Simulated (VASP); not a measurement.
Cs3GeO:

```
Cs O Ge
1.0
     5.33767    0.00000    0.00000
     0.00000    5.33767    0.00000
     0.00000    0.00000    5.33767
Cs O Ge
3 1 1
Cartesian
  2.6688 0.0000 2.6688
  0.0000 2.6688 2.6688
  2.6688 2.6688 0.0000
  2.6688 2.6688 2.6688
  0.0000 0.0000 0.0000
```

Base run:

| Item | Value |
| --- | --- |
| Program | VASP 6.6.1 |
| Functional | PBEsol |
| Potentials or basis | VASP PAW PBE potentials, release 64 (Cs_sv, O, Ge_d) |
| Cutoff | 520 eV |
| k mesh | 4 × 4 × 4 |
| Occupations | fermi-dirac, width 0.1 eV |
| Spin | no spin polarisation |

Its results: pressure 5.3 GPa.

Task: The run is repeated on the same cell with these changes: functional from PBEsol to PBE; further incar settings from ALGO = Normal; EDIFF = 1e-06; NBANDS = 32 to ALGO = Normal; EDIFF = 1e-07; NBANDS = 32. What comes out?

Result: Pressure 7.8 GPa.

Caveats: an odd number of electrons without spin polarisation forces a metal; a magnetic or distorted state may lie lower; the PAW data sets were made with another functional, which shifts forces and pressure a little (some runs).
